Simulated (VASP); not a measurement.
# Ti2C (R-3m) in VASP: electric field gradients with LDA

Aim: the electric field gradients of Ti2C with LDA.

Everything below comes from runs of VASP 6.6.1. Logs are shortened: lines on timing, memory, paths and dates and some standing lists are left out, and cuts for length are marked.

**1. The cell of the first run**

It takes space group R-3m (No. 166, trigonal). The conventional cell has a = 2.889 Å, b = 2.889 Å, c = 13.140 Å, α = 90.00°, β = 90.00°, γ = 120.00°. Within 2.9 Å of Ti (site symmetry 3m) lie 3 C at 2.01 Å and 12 Ti at 2.71 to 2.89 Å. C (site symmetry -3m) has 6 Ti at 2.01 Å within 2.7 Å.

**2. Electric field gradients, LDA (10.56 Å³/atom)**

Contents of INCAR:

```
ALGO = Normal
EDIFF = 1E-8
ENCUT = 1000
GGA_COMPAT = F
ISIF = 2
ISMEAR = -1
LASPH = T
LCHARG = F
LEFG = T
LREAL = F
LWAVE = F
NBANDS = 21
NELM = 120
PREC = Accurate
SIGMA = 0.05
```

Contents of KPOINTS:

```
k-points
0
Gamma
  14 14 14
```

Contents of POSCAR:

```
Ti2C
1.0
    1.4446571160      0.8340731748      4.3800683444
   -1.4446571160      0.8340731748      4.3800683444
    0.0000000000     -1.6681463496      4.3800683444
Ti C
2 1
Direct
    0.2520386177      0.2520386177      0.2520386177
    0.7479613823      0.7479613823      0.7479613823
    0.5000000000      0.5000000000      0.5000000000
```

Potentials or basis: VASP PAW LDA potentials, release 64 (Ti_sv, C_h).

The run is started by

```
> cat potpaw_LDA.64/Ti_sv/POTCAR potpaw_LDA.64/C_h/POTCAR > POTCAR
> mpirun -np 1 vasp_std > vasp.out
```

OUTCAR:

```text
EDIFF = 1E-8
   ENCUT = 1000
   ISIF = 2
   ISMEAR = -1
   LASPH = T
   LREAL = F
   NELM = 120
   PREC = Accurate

 ion  position               nearest neighbor table
   1  0.252  0.252  0.252-   3 2.01   3 2.01   3 2.01   2 2.71   2 2.71   2 2.71   2 2.80   2 2.80
                             2 2.80
   2  0.748  0.748  0.748-   3 2.01   3 2.01   3 2.01   1 2.71   1 2.71   1 2.71   1 2.80   1 2.80
                             1 2.80
   3  0.500  0.500  0.500-   1 2.01   2 2.01   1 2.01   1 2.01   2 2.01   2 2.01

  LATTYP: Found a trigonal (rhomboedric) cell.
 ALAT       =     4.6869724712
 COS(alpha) =     0.8099907461

  Lattice vectors:

 A1 = (   1.4446571160,   0.8340731748,   4.3800683444)
 A2 = (  -1.4446571160,   0.8340731748,   4.3800683444)
 A3 = (   0.0000000000,  -1.6681463496,   4.3800683444)

Analysis of symmetry for initial positions (statically):
=====================================================================
 Subroutine PRICEL returns:
 Original cell was already a primitive cell.

 Routine SETGRP: Setting up the symmetry group for a
 trigonal (rhombohedral) supercell.

 Subroutine GETGRP returns: Found 12 space group operations
 (whereof 12 operations were pure point group operations)
 out of a pool of 12 trial point group operations.

The static configuration has the point symmetry D_3d.

Analysis of symmetry for dynamics (positions and initial velocities):
=====================================================================
 Subroutine PRICEL returns:
 Original cell was already a primitive cell.

 Routine SETGRP: Setting up the symmetry group for a
 trigonal (rhombohedral) supercell.

 Subroutine GETGRP returns: Found 12 space group operations
 (whereof 12 operations were pure point group operations)
 out of a pool of 12 trial point group operations.

The dynamic configuration has the point symmetry D_3d.

 Subroutine INISYM returns: Found 12 space group operations
 (whereof 12 operations are pure point group operations),
 and found     1 'primitive' translations

----------------------------------------------------------------------------------------

                                     Primitive cell

  volume of cell :      31.6666

  direct lattice vectors                    reciprocal lattice vectors
     1.444657116  0.834073175  4.380068344     0.346102888  0.199822596  0.076102313
    -1.444657116  0.834073175  4.380068344    -0.346102888  0.199822596  0.076102313
     0.000000000 -1.668146350  4.380068344     0.000000000 -0.399645191  0.076102313

  length of vectors
     4.686972471  4.686972471  4.686972471     0.406826549  0.406826549  0.406826549

  position of ions in fractional coordinates (direct lattice)
     0.252038618  0.252038618  0.252038618
     0.747961382  0.747961382  0.747961382
     0.500000000  0.500000000  0.500000000

  ion indices of the primitive-cell ions
   primitive index   ion index
                 1           1
                 2           2
                 3           3

----------------------------------------------------------------------------------------

 KPOINTS: k-points

Automatic generation of k-mesh.
 Grid dimensions read from file:
 generate k-points for:   14   14   14

 Generating k-lattice:

  Cartesian coordinates                     Fractional coordinates (reciprocal lattice)
     0.024721635  0.014273043  0.005435880     0.071428571  0.000000000  0.000000000
    -0.024721635  0.014273043  0.005435880     0.000000000  0.071428571  0.000000000
     0.000000000 -0.028546085  0.005435880     0.000000000  0.000000000  0.071428571

  Length of vectors
     0.029059039  0.029059039  0.029059039

  Shift w.r.t. Gamma in fractional coordinates (k-lattice)
     0.000000000  0.000000000  0.000000000

 Subroutine IBZKPT returns following result:
 ===========================================

 Found    288 irreducible k-points:

 Following reciprocal coordinates:
            Coordinates               Weight
  0.000000  0.000000  0.000000      1.000000
  0.071429 -0.000000  0.000000      6.000000
  0.142857  0.000000  0.000000      6.000000
  0.214286  0.000000  0.000000      6.000000
  0.285714  0.000000 -0.000000      6.000000
  0.357143 -0.000000 -0.000000      6.000000
[... 16 lines left out ...]
  0.214286  0.142857  0.000000     12.000000
  0.285714  0.142857  0.000000     12.000000
 [... further k-points ...]
   k-points           NKPTS =    288   k-points in BZ     NKDIM =    288   number of bands    NBANDS=     21
   number of dos      NEDOS =    301   number of ions     NIONS =      3
   total plane-waves  NPLWV = 110592
   dimension x,y,z NGX =    48 NGY =   48 NGZ =   48
   dimension x,y,z NGXF=    96 NGYF=   96 NGZF=   96
   ions per type =               2   1
   NGX,Y,Z   is equivalent  to a cutoff of  17.03, 17.03, 17.03 a.u.
   NGXF,Y,Z  is equivalent  to a cutoff of  34.05, 34.05, 34.05 a.u.
 SYSTEM =  unknown system
   PREC   = accura    normal or accurate (medium, high low for compatibility)
   ISTART =      0    job   : 0-new  1-cont  2-samecut
   ICHARG =      2    charge: 1-file 2-atom 10-const
   ISPIN  =      1    spin polarized calculation?
   LNONCOLLINEAR =      F non collinear calculations
   LSORBIT =      F    spin-orbit coupling
   LASPH  =      T    aspherical Exc in radial PAW
   ENCUT  = 1000.0 eV  73.50 Ry    8.57 a.u.  12.09 12.09 12.09*2*pi/ulx,y,z
   NELM   =    120;   NELMIN=  2; NELMDL= -5     # of ELM steps
   EDIFF  = 0.1E-07   stopping-criterion for ELM
   LREAL  =      F    real-space projection
   EDIFFG = 0.1E-06   stopping-criterion for IOM
   NSW    =      0    number of steps for IOM
   IBRION =     -1    ionic relax: 0-MD 1-quasi-New 2-CG
   NFREE  =      0    steps in history (QN), initial steepest desc. (CG)
   ISIF   =      2    stress and relaxation
   ISYM   =      2    0-nonsym 1-usesym 2-fastsym
   POTIM  = 0.5000    time-step for ionic-motion
   TEBEG  =    0.0;   TEEND  =   0.0 temperature during run
   PSTRESS=    0.0 pullay stress
   NELECT =      28.0000    total number of electrons
   NUPDOWN=      -1.0000    fix difference up-down
   EMIN   =  10.00;   EMAX   =-10.00  energy-range for DOS
   EFERMI =   0.00;   METHOD = LEGACY
   ISMEAR =    -1;   SIGMA  =   0.05  broadening in eV -4-tet -1-fermi 0-gaus
   EFERMI_NEDOS =   21; number of points for ismear=-14 and -15
   IALGO  =     38    algorithm
   IMIX   =      4    mixing-type and parameters
     AMIX     =   0.40;   BMIX     =  1.00
     AMIX_MAG =   1.60;   BMIX_MAG =  1.00
  volume/ion in A,a.u.               =      10.56        71.23
  Fermi-wavevector in a.u.,A,eV,Ry     =   1.571305  2.969336 33.592775  2.468999
  Thomas-Fermi vector in A             =   2.672909
   LORBIT       =      0    0 simple, 1 ext, 2 COOP (PROOUT), +10 PAW based schemes
   GGA     = CA    functional components
   LHFCALC =     F    Hartree Fock is set to
   AEXX    =    0.0000 exact exchange contribution
   IVDW    =     0    specifies the selected vdW correction
   LEPSILON=     F    determine dielectric tensor
   LRPA    =     F    only Hartree local field effects (RPA)
 non-spin polarized calculation
  energy-cutoff  :     1000.00
  volume of cell :       31.67
 maximum number of plane-waves:      2302
   NGX = 25   NGY = 25   NGZ = 25

 number of electron      28.0000001 magnetization

 Free energy of the ion-electron system (eV)
  ---------------------------------------------------
  ext. energy  EPLUGINS =         0.00000000
  ---------------------------------------------------
  free energy    TOTEN  =       -28.76892464 eV

  energy without entropy =      -28.75944358  energy(sigma->0) =      -28.76418411

 E-fermi :  10.9239     XC(G=0): -13.3128

 val. band max:       10.9019052506   @ k =   0.2857   0.1429   0.1429
 cond. band min:      10.9268169915   @ k =   0.5000   0.5000   0.5000
 fundamental gap:      0.0249117409
 Fermi energy:        10.9239203460

 k-point     1 :       0.0000    0.0000    0.0000
  band No.  band energies     occupation
      1     -44.6580      2.00000
      2     -44.3917      2.00000
      3     -21.9374      2.00000
      4     -20.9592      2.00000
      5     -20.9592      2.00000
      6     -20.7924      2.00000
[... 13 lines left out ...]
     20      14.8923      0.00000
     21      15.6754      0.00000
[... 529 lines left out ...]
 k-point    24 :       0.2857    0.1429    0.0000
  band No.  band energies     occupation
      1     -44.5641      2.00000
      2     -44.3836      2.00000
      3     -21.7191      2.00000
      4     -21.2359      2.00000
      5     -21.2002      2.00000
      6     -21.0331      2.00000
[... 13 lines left out ...]
     20      15.6891      0.00000
     21      16.8270      0.00000

 [... further k-points ...]
[... 5 lines left out ...]
  --------------------------------------------------------------------------------------
  -------------------------------------------------------------------------------------
  Total        7.3825643      7.3825643      7.3524044      0.0000000     -0.0000000      0.0000000
  in kB      373.5224851    373.5224851    371.9965366      0.0000000     -0.0000000      0.0000000
  external PRESSURE =     373.0138356 kB  Pullay stress =       0.0000000 kB

 VOLUME and BASIS-vectors are now :
 -----------------------------------------------------------------------------
  energy-cutoff  :     1000.00
  volume of cell :       31.67
      direct lattice vectors                 reciprocal lattice vectors
     1.444657116  0.834073175  4.380068344     0.346102888  0.199822596  0.076102313
    -1.444657116  0.834073175  4.380068344    -0.346102888  0.199822596  0.076102313
     0.000000000 -1.668146350  4.380068344     0.000000000 -0.399645191  0.076102313

 POSITION                                       TOTAL-FORCE (eV/Angst)
 -----------------------------------------------------------------------------------
      0.00000      0.00000      3.31184         0.000000      0.000000      0.066065
      0.00000      0.00000      9.82837         0.000000     -0.000000     -0.066065
      0.00000      0.00000      6.57010        -0.000000      0.000000      0.000000
 -----------------------------------------------------------------------------------
    total drift:                                0.000000     -0.000000      0.000000

  FREE ENERGIE OF THE ION-ELECTRON SYSTEM (eV)
  ---------------------------------------------------
  free  energy   TOTEN  =       -28.7689246402 eV

  energy  without entropy=      -28.7594435768  energy(sigma->0) =      -28.76418411

 Electric field gradients (V/A^2)
---------------------------------------------------------------------
 ion       V_xx      V_yy      V_zz      V_xy      V_xz      V_yz
---------------------------------------------------------------------
   1      -6.095    -6.095    12.190     0.000     0.000    -0.000
   2      -6.095    -6.095    12.190     0.000     0.000    -0.000
   3      -4.214    -4.214     8.428     0.000    -0.000    -0.000
---------------------------------------------------------------------

 Electric field gradients after diagonalization (V/A^2)
 (convention: |V_zz| > |V_xx| > |V_yy|)
----------------------------------------------------------------------
 ion       V_xx      V_yy      V_zz     asymmetry (V_yy - V_xx)/ V_zz
----------------------------------------------------------------------
   1      -6.095    -6.095    12.190       0.000
   2      -6.095    -6.095    12.190       0.000
   3      -4.214    -4.214     8.428       0.000
----------------------------------------------------------------------

           NMR quadrupolar parameters

 Cq : quadrupolar parameter    Cq=e*Q*V_zz/h
 eta: asymmetry parameters     (V_yy - V_xx)/ V_zz
 Q  : nuclear electric quadrupole moment in mb (millibarn)
----------------------------------------------------------------------
 ion       Cq(MHz)       eta       Q (mb)
----------------------------------------------------------------------
   1       0.029       0.000       1.000
   2       0.029       0.000       1.000
   3       0.020       0.000       1.000
----------------------------------------------------------------------
```

Wall time 22 min (1 thread of Intel Xeon Platinum 8375C at 2.90GHz (Ice Lake), shared host); peak memory 0.6 GiB.

Results:

```yaml
Free_energy: -28.7689 eV
Pressure: 37.3 GPa
Largest_force: 0.066 eV/Å
Band_gap_on_the_k_mesh: zero (bands 14 and 15 overlap by 0.96 eV)
Largest_electric_field_gradient_by_atom: Ti +12.2; C +8.4 V/Å²
```

Forces in eV/Å, atoms in the order of the input:
```
Ti   0.000  0.000  0.066
Ti   0.000  0.000 -0.066
C    0.000  0.000  0.000
```

Levels at points of the mesh, in eV from the Fermi level:
| k point | band 10 | band 11 | band 12 | band 13 | band 14 | band 15 | band 16 | band 17 | band 18 | band 19 |
| --- | --- | --- | --- | --- | --- | --- | --- | --- | --- | --- |
| (0.00, 0.00, 0.00) | -5.45 | -2.72 | -2.72 | -1.25 | 0.44 | 0.44 | 1.39 | 2.56 | 2.56 | 3.97 |
| (0.50, 0.00, 0.00) | -4.91 | -3.59 | -2.42 | -1.48 | -1.19 | 0.55 | 1.82 | 2.91 | 3.89 | 3.93 |
| (0.50, 0.50, 0.00) | -5.60 | -3.07 | -2.82 | -2.27 | -0.96 | 1.60 | 3.12 | 3.77 | 4.06 | 4.49 |
| (0.50, 0.50, 0.50) | -6.13 | -2.36 | -2.36 | -0.48 | 0.00 | 0.97 | 0.97 | 2.08 | 2.08 | 2.45 |

Electric field gradients, principal values (V/Å²):
```csv
atom,least,middle,greatest (by size)
1 Ti,-6.095,-6.095,12.190
2 Ti,-6.095,-6.095,12.190
3 C,-4.214,-4.214,8.428
```

Caveat: the cell stands under pressure; without QUAD_EFG the Cq values of the log hold for a quadrupole moment of 1 mb, not for the nuclei.

The gap in the log of VASP goes by the Fermi energy; the results here count the filled bands.